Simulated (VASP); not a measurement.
Write the native input for VASP 6.6.1 that does the following.

* Task: relaxation of cell and atoms
* Functional: PBE
* Potentials or basis: VASP PAW PBE potentials, release 64 (Ti_sv, Nb_sv, As)
* Cutoff: 600 eV
* k mesh: 8 × 8 × 8
* Occupations: gaussian, width 0.1 eV
* Spin: no spin polarisation
* Dipole correction: no
* Further INCAR settings: ALGO = Normal; EDIFF = 1e-06; IBRION = 2; EDIFFG = -0.01; NSW = 100; ISIF = 3

The structure of TiNbAs6 lies in POSCAR:

```
TiNbAs6
1.0
    0.0000000000      4.9568452529      4.9568452529
    4.9568452529      0.0000000000      4.9568452529
    4.9568452529      4.9568452529      0.0000000000
Ti Nb As
1 1 6
Direct
    0.5000000000      0.5000000000      0.5000000000
    0.0000000000      0.0000000000      0.0000000000
    0.7466364918      0.2533635082      0.2533635082
    0.2533635082      0.7466364918      0.7466364918
    0.2533635082      0.7466364918      0.2533635082
    0.7466364918      0.2533635082      0.7466364918
    0.2533635082      0.2533635082      0.7466364918
    0.7466364918      0.7466364918      0.2533635082
```

One way to write it, as run:

INCAR

```
ALGO = Normal
EDIFF = 1E-6
EDIFFG = -0.01
ENCUT = 600
GGA = PE
IBRION = 2
ISIF = 3
ISMEAR = 0
LASPH = T
LCHARG = F
LREAL = F
LWAVE = F
NELM = 60
NSW = 100
PREC = Accurate
SIGMA = 0.1
```

KPOINTS

```
k-points
0
Gamma
  8 8 8
```

Potentials or basis: VASP PAW PBE potentials, release 64 (Ti_sv, Nb_sv, As).

Run with:

```console
$ cat potpaw_PBE.64/Ti_sv/POTCAR potpaw_PBE.64/Nb_sv/POTCAR potpaw_PBE.64/As/POTCAR > POTCAR
$ mpirun -np 1 vasp_std > vasp.out
```

Results of the run:

| Quantity | Value |
| --- | --- |
| Relaxed volume | 30.15 Å³/atom |
| Relaxed cell | a = 6.987 Å, b = 6.987 Å, c = 6.987 Å, α = 60.00°, β = 60.00°, γ = 60.00° |
| Space group after relaxing (to 0.1 Å) | Fm-3m (No. 225) |
| Energy gained by relaxing | 0.6 meV/atom |
| Ionic steps | 5 |
| Pressure after relaxing | 0.0 GPa |
| Band gap on the k mesh | zero (an odd number of electrons rules out a gap without spin polarisation) |

Run time: 43 min on 1 thread of Intel Xeon 8259CL, with other jobs on the host, peak memory 0.66 GiB.
